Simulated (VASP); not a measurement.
Input of a VASP 6.6.1 run:

The input POSCAR:

```
NaH
1.0
    0.0000000000      4.8070750000      4.8070750000
    4.8070750000      0.0000000000      4.8070750000
    4.8070750000      4.8070750000      0.0000000000
Na H
8 8
Direct
   -0.0111652096      0.0025452068     -0.0012288138
   -0.0082123745     -0.0111732186      0.5138597796
    0.0013907626      0.4945187042      0.0023133610
    0.0108727241      0.4976071728      0.4900343764
    0.4886936443      0.0109228585     -0.0092103826
    0.5025161871     -0.0051243220      0.5034134063
    0.5013034954      0.5034892320      0.0009193740
    0.5082306808      0.5106365097      0.4969471040
    0.2536014104      0.2477641809      0.2459310495
    0.2606081661      0.2443874914      0.7511773792
    0.2431343384      0.7499970356      0.2473264927
    0.2547600152      0.7482590765      0.7418364598
    0.7468322213      0.2704439810      0.2425840038
    0.7422279661      0.2480925511      0.7482923607
    0.7420711139      0.7498074193      0.2561893667
    0.7530690701      0.7516578169      0.7438609757
```

The input INCAR.step1:

```
SYSTEM = NaH
PREC = Accurate ; ENCUT = 520
ISMEAR = -1 ; SIGMA = 0.02
LREAL = Auto ; LASPH = .TRUE.
NELM = 80 ; NBANDS = 46
GGA = PE ; ALGO = Normal
EDIFF = 1E-4 ; LWAVE = .TRUE.
LCHARG = .FALSE.
```

INCAR.step2

```
SYSTEM = NaH
PREC = Accurate ; ENCUT = 520
EDIFF = 1E-7 ; ISMEAR = -1
SIGMA = 0.02 ; LREAL = Auto
LASPH = .TRUE. ; NELM = 80
ALGO = Normal ; ISIF = 2
LWAVE = .FALSE. ; LCHARG = .TRUE.
METAGGA = R2SCAN ; LMIXTAU = .TRUE.
LELF = .TRUE. ; LVHAR = .TRUE.
NBANDS = 46 ; ISTART = 1
```

KPOINTS

```
regular mesh
0
G
  2 2 2
  0 0 0
```

Potentials or basis: VASP PAW PBE potentials, release 64 (Na_pv, H).

The run is started by

```sh
$ cat potpaw_PBE.64/Na_pv/POTCAR potpaw_PBE.64/H/POTCAR > POTCAR
$ cp INCAR.step1 INCAR
$ mpirun -np 1 vasp_std > vasp.out
$ cp INCAR.step2 INCAR
$ mpirun -np 1 vasp_std > vasp.out
```

Question: What does it give for the band gap on the k mesh?

Answer: 4.38 eV.

Question: What does it give for the pressure?

Answer: -0.3 GPa.

Stress tensor (GPa, compression positive):
```
-0.34  0.00  0.02
 0.00 -0.29 -0.01
 0.02 -0.01 -0.21
```

Caveat: the k points lie up to 0.57 Å⁻¹ apart; the atoms stand as in a frame of molecular dynamics; the PAW data sets were made with another functional, which shifts forces and pressure a little. A k mesh can miss the band edges.
